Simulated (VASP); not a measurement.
Write the native input for VASP 6.6.1 that does the following.

| Property | Result |
| --- | --- |
| Task | single point |
| Functional | r2SCAN |
| Potentials or basis | VASP PAW PBE potentials, release 64 (Au) |
| Cutoff | 520 eV |
| k mesh | 24 × 24 × 12 |
| Occupations | gaussian, width 0.15 eV |
| Spin | no spin polarisation |
| Dipole correction | no |
| Further INCAR settings | ALGO = Normal; EDIFF = 1e-06; NBANDS = 18 |

Crystal: Au.

```xyz
2
Lattice="2.7458 0.0000 0.0000 -1.3729 2.3779 0.0000 0.0000 0.0000 4.6215" Properties=species:S:1:pos:R:3 pbc="T T T"
Au    0.0000    1.5853    3.4661
Au    1.3729    0.7926    1.1554
```

This cell differs from its parent crystal: strain -0.050 along x and y, -0.050 along z.

These files were run (other wordings do the same):

POSCAR

```
Au
1.0
    2.7457779447      0.0000000000      0.0000000000
   -1.3728889724      2.3779134533      0.0000000000
    0.0000000000      0.0000000000      4.6214799104
Au
2
Direct
    0.3333333333      0.6666666667      0.7500000000
    0.6666666667      0.3333333333      0.2500000000
```

INCAR.step1

```
PREC = Accurate
ENCUT = 520
ISMEAR = 0
SIGMA = 0.15
LREAL = False
LASPH = True
NELM = 60
NBANDS = 18
GGA = PE
ALGO = Normal
EDIFF = 1E-4
LWAVE = True
LCHARG = False
```

INCAR.step2

```
PREC = Accurate
ENCUT = 520
EDIFF = 1E-6
ISMEAR = 0
SIGMA = 0.15
LREAL = False
LASPH = True
NELM = 60
ALGO = Normal
ISIF = 2
LWAVE = False
LCHARG = False
METAGGA = R2SCAN
LMIXTAU = True
NBANDS = 18
ISTART = 1
```

KPOINTS

```
Automatic mesh
0
Gamma
  24 24 12
```

Potentials or basis: VASP PAW PBE potentials, release 64 (Au).

Command:

```console
$ cat potpaw_PBE.64/Au/POTCAR > POTCAR
$ cp INCAR.step1 INCAR
$ mpirun -np 1 vasp_std > vasp.out
$ cp INCAR.step2 INCAR
$ mpirun -np 1 vasp_std > vasp.out
```

It gave:

The pressure is 36.9 GPa and the band gap on the k mesh is zero (band 11 reaches 16.73 eV, above the bottom of band 12 at 8.36 eV).

Caveat: the cell differs from its parent crystal (strain -0.050 along x and y, -0.050 along z); the PAW data sets were made with another functional, which shifts forces and pressure a little; spin-orbit coupling is left out, which moves the levels of the heavy elements.

Wall time 5.1 min on 1 thread of Intel(R) Xeon(R) Platinum 8559C (Emerald Rapids) (shared host), peak memory 0.29 GiB.
